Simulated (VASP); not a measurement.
# Zr4N5 (a cell with a defect) in VASP: further runs

The runs below take Zr4N5 (a cell with a defect) through single point, relaxation of the atoms, with PBE.

Everything below comes from runs of VASP 6.6.1. Logs are shortened: lines on timing, memory, paths and dates and some standing lists are left out, and cuts for length are marked.

## Step 1: The cell of the first run

The cell holds a defect, 9 atoms: a = 4.595 Å, b = 4.595 Å, c = 4.595 Å, α = 90.00°, β = 90.00°, γ = 90.00°.

## Step 2: Single point, PBE

INCAR reads:

```
SYSTEM = Zr4N5
ALGO = Normal
EDIFF = 1E-7
ENCUT = 520
GGA = PE
ISIF = 2
ISMEAR = 0
LASPH = .True.
LCHARG = .False.
LREAL = .False.
LWAVE = .False.
NBANDS = 46
NELM = 80
PREC = Accurate
SIGMA = 0.1
```

KPOINTS reads:

```
Automatic mesh
0
Gamma
  6 6 6
  0.5 0.5 0.5
```

POSCAR reads:

```
Zr4N5
1.0
    0.0000000000     -4.5945978683      0.0000000000
    0.0000000000      0.0000000000     -4.5945978683
    4.5945978683      0.0000000000      0.0000000000
Zr N
4 5
Direct
    0.0027513713      0.0027513713      0.5027513713
    0.4972486287      0.0027513713     -0.0027513713
    0.0027513713      0.4972486287     -0.0027513713
    0.4972486287      0.4972486287      0.5027513713
    1.0313975705      1.0313975705     -0.0313975705
    0.4686024295      1.0313975705      0.5313975705
    1.0313975705      0.4686024295      0.5313975705
    0.4686024295      0.4686024295     -0.0313975705
    0.7500000000      0.7500000000      0.2500000000
```

Potentials or basis: VASP PAW PBE potentials, release 64 (Zr_sv, N).

Launch:

```sh
> cat potpaw_PBE.64/Zr_sv/POTCAR potpaw_PBE.64/N/POTCAR > POTCAR
> mpirun -np 1 vasp_std > vasp.out
```

OUTCAR:

```text
SYSTEM = Zr4N5
   EDIFF = 1E-7
   ENCUT = 520
   GGA = PE
   ISIF = 2
   ISMEAR = 0
   LASPH = .True.
   LREAL = .False.
   NELM = 80
   PREC = Accurate

 ion  position               nearest neighbor table
   1  0.003  0.003  0.503-   9 2.01   7 2.15   5 2.15   6 2.15   5 2.46   7 2.46   6 2.46   3 3.21
                             4 3.21   2 3.21   3 3.25   4 3.25   3 3.25   2 3.25   4 3.25   2 3.25
   2  0.497  0.003  0.997-   9 2.01   8 2.15   5 2.15   6 2.15   5 2.46   6 2.46   8 2.46   4 3.21
                             1 3.21   3 3.21   1 3.25   1 3.25   4 3.25   3 3.25   4 3.25   3 3.25
   3  0.003  0.497  0.997-   9 2.01   5 2.15   8 2.15   7 2.15   5 2.46   7 2.46   8 2.46   4 3.21
                             1 3.21   2 3.21   1 3.25   1 3.25   4 3.25   2 3.25   4 3.25   2 3.25
   4  0.497  0.497  0.503-   9 2.01   6 2.15   8 2.15   7 2.15   7 2.46   6 2.46   8 2.46   3 3.21
                             1 3.21   2 3.21   1 3.25   1 3.25   2 3.25   2 3.25   3 3.25   3 3.25
   5  0.031  0.031  0.969-   3 2.15   2 2.15   1 2.15   1 2.46   3 2.46   2 2.46
   6  0.469  0.031  0.531-   4 2.15   2 2.15   1 2.15   1 2.46   2 2.46   4 2.46
   7  0.031  0.469  0.531-   1 2.15   3 2.15   4 2.15   1 2.46   3 2.46   4 2.46
   8  0.469  0.469  0.969-   2 2.15   3 2.15   4 2.15   3 2.46   2 2.46   4 2.46
   9  0.750  0.750  0.250-   1 2.01   2 2.01   3 2.01   4 2.01

  LATTYP: Found a simple cubic cell.
 ALAT       =     4.5945978683

  Lattice vectors:

 A1 = (   0.0000000000,  -4.5945978683,   0.0000000000)
 A2 = (   0.0000000000,   0.0000000000,  -4.5945978683)
 A3 = (   4.5945978683,   0.0000000000,   0.0000000000)

Analysis of symmetry for initial positions (statically):
=====================================================================
 Subroutine PRICEL returns:
 Original cell was already a primitive cell.

 Routine SETGRP: Setting up the symmetry group for a
 simple cubic supercell.

 Subroutine GETGRP returns: Found 24 space group operations
 (whereof  6 operations were pure point group operations)
 out of a pool of 48 trial point group operations.

The static configuration has the point symmetry C_3v.
 The point group associated with its full space group is T_d .

Analysis of symmetry for dynamics (positions and initial velocities):
=====================================================================
 Subroutine PRICEL returns:
 Original cell was already a primitive cell.

 Routine SETGRP: Setting up the symmetry group for a
 simple cubic supercell.

 Subroutine GETGRP returns: Found 24 space group operations
 (whereof  6 operations were pure point group operations)
 out of a pool of 48 trial point group operations.

The dynamic configuration has the point symmetry C_3v.
 The point group associated with its full space group is T_d .

 Subroutine INISYM returns: Found 24 space group operations
 (whereof  6 operations are pure point group operations),
 and found     1 'primitive' translations

----------------------------------------------------------------------------------------

                                     Primitive cell

  volume of cell :      96.9935

  direct lattice vectors                    reciprocal lattice vectors
     0.000000000 -4.594597868  0.000000000     0.000000000 -0.217646904  0.000000000
     0.000000000  0.000000000 -4.594597868     0.000000000  0.000000000 -0.217646904
     4.594597868  0.000000000  0.000000000     0.217646904  0.000000000  0.000000000

  length of vectors
     4.594597868  4.594597868  4.594597868     0.217646904  0.217646904  0.217646904

  position of ions in fractional coordinates (direct lattice)
     0.002751371  0.002751371  0.502751371
     0.497248629  0.002751371  0.997248629
     0.002751371  0.497248629  0.997248629
     0.497248629  0.497248629  0.502751371
     0.031397570  0.031397570  0.968602430
     0.468602430  0.031397570  0.531397570
     0.031397570  0.468602430  0.531397570
     0.468602430  0.468602430  0.968602430
     0.750000000  0.750000000  0.250000000

  ion indices of the primitive-cell ions
   primitive index   ion index
                 1           1
                 2           2
                 3           3
                 4           4
                 5           5
                 6           6
                 7           7
                 8           8
                 9           9

----------------------------------------------------------------------------------------

 KPOINTS: Automatic mesh

Automatic generation of k-mesh.
 Grid dimensions read from file:
 generate k-points for:    6    6    6

 Generating k-lattice:

  Cartesian coordinates                     Fractional coordinates (reciprocal lattice)
     0.000000000 -0.036274484  0.000000000     0.166666667  0.000000000  0.000000000
     0.000000000  0.000000000 -0.036274484     0.000000000  0.166666667  0.000000000
     0.036274484  0.000000000  0.000000000     0.000000000  0.000000000  0.166666667

  Length of vectors
     0.036274484  0.036274484  0.036274484

  Shift w.r.t. Gamma in fractional coordinates (k-lattice)
     0.500000000  0.500000000  0.500000000

 Subroutine IBZKPT returns following result:
 ===========================================

 Found     10 irreducible k-points:

 Following reciprocal coordinates:
            Coordinates               Weight
  0.083333  0.083333  0.083333      8.000000
  0.250000  0.083333  0.083333     24.000000
  0.416667  0.083333  0.083333     24.000000
  0.250000  0.250000  0.083333     24.000000
  0.416667  0.250000  0.083333     48.000000
  0.416667  0.416667  0.083333     24.000000
  0.250000  0.250000  0.250000      8.000000
  0.416667  0.250000  0.250000     24.000000
  0.416667  0.416667  0.250000     24.000000
  0.416667  0.416667  0.416667      8.000000
   k-points           NKPTS =     10   k-points in BZ     NKDIM =     10   number of bands    NBANDS=     46
   number of dos      NEDOS =    301   number of ions     NIONS =      9
   total plane-waves  NPLWV =  46656
   dimension x,y,z NGX =    36 NGY =   36 NGZ =   36
   dimension x,y,z NGXF=    72 NGYF=   72 NGZF=   72
   ions per type =               4   5
   NGX,Y,Z   is equivalent  to a cutoff of  13.03, 13.03, 13.03 a.u.
   NGXF,Y,Z  is equivalent  to a cutoff of  26.05, 26.05, 26.05 a.u.
 SYSTEM =  Zr4N5
   PREC   = accura    normal or accurate (medium, high low for compatibility)
   ISTART =      0    job   : 0-new  1-cont  2-samecut
   ICHARG =      2    charge: 1-file 2-atom 10-const
   ISPIN  =      1    spin polarized calculation?
   LNONCOLLINEAR =      F non collinear calculations
   LSORBIT =      F    spin-orbit coupling
   LASPH  =      T    aspherical Exc in radial PAW
   ENCUT  =  520.0 eV  38.22 Ry    6.18 a.u.   8.54  8.54  8.54*2*pi/ulx,y,z
   NELM   =     80;   NELMIN=  2; NELMDL= -5     # of ELM steps
   EDIFF  = 0.1E-06   stopping-criterion for ELM
   LREAL  =      F    real-space projection
   EDIFFG = 0.1E-05   stopping-criterion for IOM
   NSW    =      0    number of steps for IOM
   IBRION =     -1    ionic relax: 0-MD 1-quasi-New 2-CG
   NFREE  =      0    steps in history (QN), initial steepest desc. (CG)
   ISIF   =      2    stress and relaxation
   ISYM   =      2    0-nonsym 1-usesym 2-fastsym
   POTIM  = 0.5000    time-step for ionic-motion
   TEBEG  =    0.0;   TEEND  =   0.0 temperature during run
   PSTRESS=    0.0 pullay stress
   NELECT =      73.0000    total number of electrons
   NUPDOWN=      -1.0000    fix difference up-down
   EMIN   =  10.00;   EMAX   =-10.00  energy-range for DOS
   EFERMI =   0.00;   METHOD = LEGACY
   ISMEAR =     0;   SIGMA  =   0.10  broadening in eV -4-tet -1-fermi 0-gaus
   EFERMI_NEDOS =   21; number of points for ismear=-14 and -15
   IALGO  =     38    algorithm
   IMIX   =      4    mixing-type and parameters
     AMIX     =   0.40;   BMIX     =  1.00
     AMIX_MAG =   1.60;   BMIX_MAG =  1.00
  volume/ion in A,a.u.               =      10.78        72.73
  Fermi-wavevector in a.u.,A,eV,Ry     =   1.489138  2.814063 30.171354  2.217532
  Thomas-Fermi vector in A             =   2.602084
   LORBIT       =      0    0 simple, 1 ext, 2 COOP (PROOUT), +10 PAW based schemes
   GGA     = PE    functional components
   LHFCALC =     F    Hartree Fock is set to
   AEXX    =    0.0000 exact exchange contribution
   IVDW    =     0    specifies the selected vdW correction
   LEPSILON=     F    determine dielectric tensor
   LRPA    =     F    only Hartree local field effects (RPA)
 non-spin polarized calculation
 Gauss-broadening in eV      SIGMA  =   0.10
  energy-cutoff  :      520.00
  volume of cell :       96.99
 maximum number of plane-waves:      2626
 NGX is ok and might be reduce to    36
   NGX = 17   NGY = 17   NGZ = 17

 number of electron      73.0000001 magnetization

 Free energy of the ion-electron system (eV)
  ---------------------------------------------------
  ext. energy  EPLUGINS =         0.00000000
  ---------------------------------------------------
  free energy    TOTEN  =       -86.08932509 eV

  energy without entropy =      -86.07577998  energy(sigma->0) =      -86.08255253

 E-fermi :  11.5088     XC(G=0): -12.7729

 val. band max:       11.4830402901   @ k =   0.2500   0.2500   0.0833
 cond. band min:      11.5530250496   @ k =   0.4167   0.4167   0.0833
 fundamental gap:      0.0699847595
 Fermi energy:        11.5087744389

 k-point     1 :       0.0833    0.0833    0.0833
  band No.  band energies     occupation
      1     -37.0201      2.00000
      2     -36.8348      2.00000
      3     -36.8341      2.00000
      4     -36.8341      2.00000
      5     -15.9229      2.00000
      6     -15.6532      2.00000
[... 38 lines left out ...]
     45      16.2399      0.00000
     46      16.2491      0.00000
[... 400 lines left out ...]
      6     -15.8966      2.00000
[... 38 lines left out ...]
     45      16.2124      0.00000
     46      16.9003      0.00000

------------------------ aborting loop because EDIFF is reached ----------------------------------------

  FORCE on cell =-STRESS in cart. coord.  units (eV):
  Direction    XX          YY          ZZ          XY          YZ          ZX
  --------------------------------------------------------------------------------------
  -------------------------------------------------------------------------------------
  Total       19.5306033     19.5306033     19.5306033     -0.0000000      0.0000000     -0.0000000
  in kB      322.6143791    322.6143791    322.6143791     -0.0000000      0.0000000     -0.0000000
  external PRESSURE =     322.6143791 kB  Pullay stress =       0.0000000 kB

 VOLUME and BASIS-vectors are now :
 -----------------------------------------------------------------------------
  energy-cutoff  :      520.00
  volume of cell :       96.99
      direct lattice vectors                 reciprocal lattice vectors
     0.000000000 -4.594597868  0.000000000     0.000000000 -0.217646904  0.000000000
     0.000000000  0.000000000 -4.594597868     0.000000000  0.000000000 -0.217646904
     4.594597868  0.000000000  0.000000000     0.217646904  0.000000000  0.000000000

 POSITION                                       TOTAL-FORCE (eV/Angst)
 -----------------------------------------------------------------------------------
      2.30994     -0.01264     -0.01264         0.020160     -0.020160     -0.020160
      4.58196     -2.28466     -0.01264        -0.020160      0.020160     -0.020160
      4.58196     -0.01264     -2.28466        -0.020160     -0.020160      0.020160
      2.30994     -2.28466     -2.28466         0.020160      0.020160      0.020160
      4.45034     -0.14426     -0.14426         0.012617      0.012617      0.012617
      2.44156     -2.15304     -0.14426        -0.012617     -0.012617      0.012617
      2.44156     -0.14426     -2.15304        -0.012617      0.012617     -0.012617
      4.45034     -2.15304     -2.15304         0.012617     -0.012617     -0.012617
      1.14865     -3.44595     -3.44595        -0.000000     -0.000000      0.000000
 -----------------------------------------------------------------------------------
    total drift:                               -0.000000      0.000000      0.000000

  FREE ENERGIE OF THE ION-ELECTRON SYSTEM (eV)
  ---------------------------------------------------
  free  energy   TOTEN  =       -86.0893250930 eV

  energy  without entropy=      -86.0757799764  energy(sigma->0) =      -86.08255253
```

Run time: 43 s. Hardware: 1 thread of AMD EPYC 7R13 (Zen 3), shared host; peak memory 0.18 GiB.

Results:

```
Free energy   : -86.0893 eV
Pressure      : 32.3 GPa
Largest force : 0.035 eV/Å
```

Forces in eV/Å, atoms in the order of the input:
```
Zr   0.020 -0.020 -0.020
Zr  -0.020  0.020 -0.020
Zr  -0.020 -0.020  0.020
Zr   0.020  0.020  0.020
N    0.013  0.013  0.013
N   -0.013 -0.013  0.013
N   -0.013  0.013 -0.013
N    0.013 -0.013 -0.013
N    0.000  0.000  0.000
```

Levels at points of the mesh, in eV from the Fermi level:
```csv
k point,band 32,band 33,band 34,band 35,band 36,band 37,band 38,band 39,band 40,band 41
"(0.08, 0.08, 0.08)",-2.65,-2.55,-1.70,-1.70,-1.55,-1.55,-1.35,2.37,2.75,2.75
```

(Part 1 of 2 ends here.)
